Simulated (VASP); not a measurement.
# Cd4Se3S (P-4m2) in VASP: single point with PBE

Aim: the single point of Cd4Se3S with PBE.

Program: VASP 6.6.1. These are calculated values, not measurements. Logs are shortened: lines on timing, memory, paths and dates and some standing lists are left out, and cuts for length are marked.

## Step 1: The cell of the first run

The structure is tetragonal, space group P-4m2 (No. 115). The conventional cell has a = 4.337 Å, b = 4.337 Å, c = 12.233 Å, α = 90.00°, β = 90.00°, γ = 90.00°. Cd (site symmetry 2mm) has 2 S at 2.59 Å and 2 Se at 2.67 Å within 3.4 Å. Cd (site symmetry 2mm) has 4 Se at 2.68 Å within 3.5 Å. Within 3.5 Å of Se (site symmetry 2mm) lie 4 Cd at 2.67 to 2.68 Å. Within 3.5 Å of Se (site symmetry -4m2) lie 4 Cd at 2.68 Å. Within 3.4 Å of S (site symmetry -4m2) lie 4 Cd at 2.59 Å.

## Step 2: Single point, PBE

Contents of INCAR:

```
  ALGO = Normal
  EDIFF = 1E-6
  ENCUT = 520
  GGA = PE
  ISIF = 2
  ISMEAR = 0
  LASPH = True
  LCHARG = False
  LREAL = False
  LWAVE = False
  NBANDS = 46
  NELM = 60
  PREC = Accurate
  SIGMA = 0.02
```

Contents of KPOINTS:

```
k-points
0
Gamma
  8 8 4
```

Contents of POSCAR:

```
Cd4Se3S
1.0
    4.3365106568      0.0000000000      0.0000000000
    0.0000000000      4.3365106568      0.0000000000
    0.0000000000      0.0000000000     12.2326177209
Cd Se S
4 3 1
Direct
    0.5000000000      0.0000000000      0.8843514796
    0.0000000000      0.5000000000      0.1156485204
    0.5000000000      0.0000000000      0.3716567237
    0.0000000000      0.5000000000      0.6283432763
    0.5000000000      0.5000000000      0.2435707226
    0.0000000000      0.0000000000      0.5000000000
    0.5000000000      0.5000000000      0.7564292774
    0.0000000000      0.0000000000      0.0000000000
```

Potentials or basis: VASP PAW PBE potentials, release 64 (Cd, Se, S).

The run is started by

```console
cat potpaw_PBE.64/Cd/POTCAR potpaw_PBE.64/Se/POTCAR potpaw_PBE.64/S/POTCAR > POTCAR
mpirun -np 1 vasp_std > vasp.out
```

OUTCAR:

```text
EDIFF = 1E-6
   ENCUT = 520
   GGA = PE
   ISIF = 2
   ISMEAR = 0
   LASPH = True
   LREAL = False
   NELM = 60
   PREC = Accurate

 ion  position               nearest neighbor table
   1  0.500  0.000  0.884-   8 2.59   8 2.59   7 2.67   7 2.67
   2  0.000  0.500  0.116-   8 2.59   8 2.59   5 2.67   5 2.67
   3  0.500  0.000  0.372-   5 2.68   5 2.68   6 2.68   6 2.68
   4  0.000  0.500  0.628-   7 2.68   7 2.68   6 2.68   6 2.68
   5  0.500  0.500  0.244-   2 2.67   2 2.67   3 2.68   3 2.68
   6  0.000  0.000  0.500-   3 2.68   4 2.68   4 2.68   3 2.68
   7  0.500  0.500  0.756-   1 2.67   1 2.67   4 2.68   4 2.68
   8  0.000  0.000  0.000-   1 2.59   2 2.59   2 2.59   1 2.59

  LATTYP: Found a simple tetragonal cell.
 ALAT       =     4.3365106568
 C/A-ratio  =     2.8208434589

  Lattice vectors:

 A1 = (   4.3365106568,   0.0000000000,   0.0000000000)
 A2 = (   0.0000000000,   4.3365106568,   0.0000000000)
 A3 = (   0.0000000000,   0.0000000000,  12.2326177209)

Analysis of symmetry for initial positions (statically):
=====================================================================
 Subroutine PRICEL returns:
 Original cell was already a primitive cell.

 Routine SETGRP: Setting up the symmetry group for a
 simple tetragonal supercell.

 Subroutine GETGRP returns: Found  8 space group operations
 (whereof  8 operations were pure point group operations)
 out of a pool of 16 trial point group operations.

The static configuration has the point symmetry D_2d.

Analysis of symmetry for dynamics (positions and initial velocities):
=====================================================================
 Subroutine PRICEL returns:
 Original cell was already a primitive cell.

 Routine SETGRP: Setting up the symmetry group for a
 simple tetragonal supercell.

 Subroutine GETGRP returns: Found  8 space group operations
 (whereof  8 operations were pure point group operations)
 out of a pool of 16 trial point group operations.

The dynamic configuration has the point symmetry D_2d.

 Subroutine INISYM returns: Found  8 space group operations
 (whereof  8 operations are pure point group operations),
 and found     1 'primitive' translations

----------------------------------------------------------------------------------------

[... 102 lines left out ...]
   ENCUT  =  520.0 eV  38.22 Ry    6.18 a.u.   8.06  8.06 22.74*2*pi/ulx,y,z
   NELM   =     60;   NELMIN=  2; NELMDL= -5     # of ELM steps
   EDIFF  = 0.1E-05   stopping-criterion for ELM
   LREAL  =      F    real-space projection
   EDIFFG = 0.1E-04   stopping-criterion for IOM
   NSW    =      0    number of steps for IOM
   IBRION =     -1    ionic relax: 0-MD 1-quasi-New 2-CG
   NFREE  =      0    steps in history (QN), initial steepest desc. (CG)
   ISIF   =      2    stress and relaxation
   ISYM   =      2    0-nonsym 1-usesym 2-fastsym
   POTIM  = 0.5000    time-step for ionic-motion
   TEBEG  =    0.0;   TEEND  =   0.0 temperature during run
   PSTRESS=    0.0 pullay stress
   NELECT =      72.0000    total number of electrons
   NUPDOWN=      -1.0000    fix difference up-down
   EMIN   =  10.00;   EMAX   =-10.00  energy-range for DOS
   EFERMI =   0.00;   METHOD = LEGACY
   ISMEAR =     0;   SIGMA  =   0.02  broadening in eV -4-tet -1-fermi 0-gaus
   EFERMI_NEDOS =   21; number of points for ismear=-14 and -15
   IALGO  =     38    algorithm
   IMIX   =      4    mixing-type and parameters
     AMIX     =   0.40;   BMIX     =  1.00
     AMIX_MAG =   1.60;   BMIX_MAG =  1.00
  volume/ion in A,a.u.               =      28.75       194.05
  Fermi-wavevector in a.u.,A,eV,Ry     =   1.111524  2.100476 16.809808  1.235486
  Thomas-Fermi vector in A             =   2.248088
   LORBIT       =      0    0 simple, 1 ext, 2 COOP (PROOUT), +10 PAW based schemes
   GGA     = PE    functional components
   LHFCALC =     F    Hartree Fock is set to
   AEXX    =    0.0000 exact exchange contribution
   IVDW    =     0    specifies the selected vdW correction
   LEPSILON=     F    determine dielectric tensor
   LRPA    =     F    only Hartree local field effects (RPA)
 non-spin polarized calculation
 Gauss-broadening in eV      SIGMA  =   0.02
  energy-cutoff  :      520.00
  volume of cell :      230.04
 maximum number of plane-waves:      6272
   NGX = 17   NGY = 17   NGZ = 45

 number of electron      71.9999971 magnetization

 Free energy of the ion-electron system (eV)
  ---------------------------------------------------
  ext. energy  EPLUGINS =         0.00000000
  ---------------------------------------------------
  free energy    TOTEN  =       -22.61481582 eV

  energy without entropy =      -22.61481582  energy(sigma->0) =      -22.61481582

 E-fermi :   0.7223     XC(G=0):  -8.7119

 val. band max:        0.6398673562   @ k =   0.0000   0.0000   0.0000
 cond. band min:       1.2321027198   @ k =   0.0000   0.0000   0.0000
 fundamental gap:      0.5922353636
 Fermi energy:         0.7223356573

 k-point     1 :       0.0000    0.0000    0.0000
  band No.  band energies     occupation
      1     -11.6346      2.00000
      2     -11.4278      2.00000
      3     -11.3910      2.00000
      4     -11.1780      2.00000
      5      -7.1095      2.00000
      6      -7.1095      2.00000
[... 1165 lines left out ...]
     45       7.0099      0.00000
     46       7.0412      0.00000

 [... further k-points ...]
[... 5 lines left out ...]
  --------------------------------------------------------------------------------------
  -------------------------------------------------------------------------------------
  Total        0.3843315      0.3843315      0.4341754      0.0000000      0.0000000      0.0000000
  in kB        2.6768023      2.6768023      3.0239563      0.0000000      0.0000000      0.0000000
  external PRESSURE =       2.7925203 kB  Pullay stress =       0.0000000 kB

 VOLUME and BASIS-vectors are now :
 -----------------------------------------------------------------------------
  energy-cutoff  :      520.00
  volume of cell :      230.04
      direct lattice vectors                 reciprocal lattice vectors
     4.336510657  0.000000000  0.000000000     0.230600148  0.000000000  0.000000000
     0.000000000  4.336510657  0.000000000     0.000000000  0.230600148  0.000000000
     0.000000000  0.000000000 12.232617721     0.000000000  0.000000000  0.081748651

 POSITION                                       TOTAL-FORCE (eV/Angst)
 -----------------------------------------------------------------------------------
      2.16826      0.00000     10.81793         0.000000     -0.000000     -0.003049
      0.00000      2.16826      1.41468         0.000000     -0.000000      0.003049
      2.16826      0.00000      4.54633         0.000000     -0.000000      0.000827
      0.00000      2.16826      7.68628         0.000000     -0.000000     -0.000827
      2.16826      2.16826      2.97951         0.000000      0.000000      0.001523
      0.00000      0.00000      6.11631         0.000000     -0.000000      0.000000
      2.16826      2.16826      9.25311         0.000000      0.000000     -0.001523
      0.00000      0.00000      0.00000        -0.000000     -0.000000      0.000000
 -----------------------------------------------------------------------------------
    total drift:                                0.000000      0.000000      0.000000

  FREE ENERGIE OF THE ION-ELECTRON SYSTEM (eV)
  ---------------------------------------------------
  free  energy   TOTEN  =       -22.6148158206 eV

  energy  without entropy=      -22.6148158206  energy(sigma->0) =      -22.61481582
```

OSZICAR:

```text
N       E                     dE             d eps       ncg     rms          rms(c)
DAV:   1     0.494211364430E+03    0.49421E+03   -0.33811E+04  4140   0.140E+03
DAV:   2     0.725267377332E+01   -0.48696E+03   -0.47284E+03  4620   0.346E+02
DAV:   3    -0.239523960311E+02   -0.31205E+02   -0.31006E+02  4804   0.834E+01
DAV:   4    -0.243273251313E+02   -0.37493E+00   -0.37446E+00  4640   0.885E+00
DAV:   5    -0.243317444564E+02   -0.44193E-02   -0.44188E-02  4892   0.917E-01    0.120E+01
DAV:   6    -0.226665815275E+02    0.16652E+01   -0.34577E+00  5016   0.129E+01    0.956E+00
DAV:   7    -0.226260872736E+02    0.40494E-01   -0.13807E+00  4568   0.448E+00    0.373E+00
DAV:   8    -0.226145748094E+02    0.11512E-01   -0.17256E-01  4672   0.295E+00    0.658E-01
DAV:   9    -0.226141780225E+02    0.39679E-03   -0.25415E-02  4604   0.131E+00    0.193E-01
DAV:  10    -0.226144420680E+02   -0.26405E-03   -0.21161E-03  4554   0.341E-01    0.113E-01
DAV:  11    -0.226147032258E+02   -0.26116E-03   -0.33219E-04  4570   0.817E-02    0.480E-02
DAV:  12    -0.226148056010E+02   -0.10238E-03   -0.13307E-04  4538   0.495E-02    0.125E-02
DAV:  13    -0.226148130860E+02   -0.74851E-05   -0.10508E-05  4746   0.212E-02    0.422E-03
DAV:  14    -0.226148152880E+02   -0.22020E-05   -0.35565E-06  3472   0.919E-03    0.319E-03
DAV:  15    -0.226148158206E+02   -0.53264E-06   -0.89457E-07  3108   0.487E-03
   1 F= -.22614816E+02 E0= -.22614816E+02  d E =-.364025E-11
```

Run time: 3.3 min. Hardware: 1 thread of Intel Xeon 6975P-C (Granite Rapids), shared host; peak memory 0.54 GiB.

Results:

```
Free energy            : -22.6148 eV
Pressure               : 0.3 GPa
Largest force          : 0.003 eV/Å
Band gap on the k mesh : 0.59 eV, direct
```

Forces in eV/Å, atoms in the order of the input:
```
Cd   0.000  0.000 -0.003
Cd   0.000  0.000  0.003
Cd   0.000  0.000  0.001
Cd   0.000  0.000 -0.001
Se   0.000  0.000  0.002
Se   0.000  0.000  0.000
Se   0.000  0.000 -0.002
S    0.000  0.000  0.000
```

Levels at points of the mesh, in eV from the valence-band top:
```csv
k point,band 34,band 35,band 36,band 37,band 38,band 39
"(0.00, 0.00, 0.00)",-0.03,0.00,0.00,0.59,3.19,3.21
"(0.50, 0.00, 0.00)",-0.60,-0.59,-0.58,2.38,2.49,3.66
"(0.50, 0.50, 0.00)",-1.70,-1.70,-1.63,3.20,3.40,3.81
"(0.00, 0.00, 0.50)",-0.40,-0.22,-0.22,1.84,1.91,3.48
"(0.50, 0.00, 0.50)",-0.59,-0.59,-0.59,2.97,3.02,3.02
"(0.50, 0.50, 0.50)",-1.85,-1.81,-1.79,3.90,3.94,3.97
```

Expect the measured gap to be larger: semilocal functionals such as PBE lack the derivative discontinuity.
